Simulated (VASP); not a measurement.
## Hf7O16 (a cell with a defect): single point with PBE

Hf7O16 (a cell with a defect):

```xyz
23
Lattice="-3.6048 3.6048 5.2647 3.6048 -3.6048 5.2647 3.6048 3.6048 -5.2647" Properties=species:S:1:pos:R:3 pbc="T T T"
Hf    1.4297    1.7997   -2.5992
Hf    1.6561   -5.4861    2.7167
Hf   -1.9316    1.6798    2.5713
Hf   -0.2866   -0.1668   -0.1491
Hf    3.5655    0.0692    0.1504
Hf   -0.1174    3.2274    0.1501
Hf   -0.2443   -0.0928    5.0787
O     2.9720    1.5957   -1.1944
O     3.5541   -2.0063    3.9524
O    -0.1749    1.2911    3.5669
O     3.5704    2.4974    3.2157
O     1.3759    3.6894   -1.2762
O     1.9061    0.3287    4.4259
O    -1.8594    3.0343    4.7828
O     1.5020    3.1808    4.2259
O     2.8532    0.3310    1.9655
O     5.5234   -0.2120    1.5175
O     1.9309    3.1360    1.1961
O     2.4259    0.0081    7.3252
O     0.1494    1.4266    1.1676
O     4.5847    1.9398    0.6224
O     0.2186    5.2673    0.7133
O     0.2561    1.5025    6.2670
```

| Quantity | Value |
| --- | --- |
| Program | VASP 6.6.1 |
| Task | single point |
| Functional | PBE |
| Potentials or basis | VASP PAW PBE potentials, release 64 (Hf_pv, O) |
| Cutoff | 520 eV |
| k mesh | 1 × 1 × 1 |
| Occupations | fermi-dirac, width 0.01 eV |
| Spin | collinear spin |
| Fixed moment | 1 μB |
| Dipole correction | no |
| Charge | -3 |
| Further INCAR settings | ALGO = Normal; EDIFF = 1e-06; NBANDS = 104; NELECT = 169.0 |

```yaml
Largest_force: 0.136 eV/Å
Net_moment: 1.00 μB per cell
Site_moments: Hf -0.01, -0.00, +0.01, -0.02 (each value once); O +0.05, +0.01, +0.00, +0.03, +0.29, -0.00, +0.07, +0.40 (each value once) μB
Valence_electrons_inside_the_program's_atomic_spheres: Hf 8.62, 8.67, 8.60, 8.68, 8.53, 8.54 (each value once); O 5.11, 5.13, 5.18, 5.15, 5.10, 5.05, 5.17, 5.12, 5.08, 5.00 (each value once)
```

Forces in eV/Å, atoms in the order of the input:
```
Hf  -0.012  0.030  0.007
Hf   0.033  0.026  0.046
Hf   0.007 -0.029 -0.033
Hf   0.004  0.012 -0.070
Hf   0.041  0.021  0.013
Hf   0.032 -0.027 -0.002
Hf  -0.014  0.022  0.023
O   -0.056  0.042  0.039
O    0.098 -0.020  0.060
O    0.004 -0.037 -0.016
O    0.005 -0.062  0.029
O    0.011 -0.008  0.002
O    0.016  0.005  0.014
O   -0.011  0.057  0.048
O    0.018 -0.040  0.063
O   -0.024  0.103 -0.086
O   -0.010 -0.026  0.017
O    0.005 -0.071 -0.059
O   -0.047 -0.016 -0.012
O    0.001  0.037 -0.044
O   -0.063 -0.014  0.059
O   -0.068  0.014 -0.086
O    0.031 -0.020 -0.013
```

It took 5.2 min on 1 thread of AMD EPYC 7R13 Processor (Zen 3) (shared host), peak memory 0.5 GiB.

Caveat: the k points lie up to 1.06 Å⁻¹ apart, too coarse for converged energies, forces and pressures; the cell carries a net charge on a neutralising background, which shifts energy and pressure; the total moment is fixed, so each spin has its own Fermi level and the state may be an excited one.
